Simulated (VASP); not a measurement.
Input of a VASP 6.6.1 run:

File INCAR:

```
ALGO = Normal
EDIFF = 1E-6
ENCUT = 520
GGA = CA
ISIF = 2
ISMEAR = 0
LASPH = T
LCHARG = F
LREAL = F
LWAVE = F
NBANDS = 18
NELM = 100
PREC = Accurate
SIGMA = 0.1
```

KPOINTS

```
k-points
0
Gamma
  16 16 12
```

Contents of POSCAR:

```
VPt
1.0
    2.6521602254      0.0000000000      0.0000000000
    0.0000000000      2.6521602254      0.0000000000
    0.0000000000      0.0000000000      3.8313484144
V Pt
1 1
Direct
    0.5000000000      0.5000000000      0.5000000000
    0.0000000000      0.0000000000      0.0000000000
```

Potentials or basis: VASP PAW LDA potentials, release 64 (V_sv, Pt).

Launch:

```console
$ cat potpaw_LDA.64/V_sv/POTCAR potpaw_LDA.64/Pt/POTCAR > POTCAR
$ mpirun -np 1 vasp_std > vasp.out
```

(1) Estimate the band gap on the k mesh.

(2) What does it give for the pressure?

Results:

(1) zero (an odd number of electrons rules out a gap without spin polarisation).

(2) 0.8 GPa.

Caveat: spin-orbit coupling is left out, which moves the levels of the heavy elements.
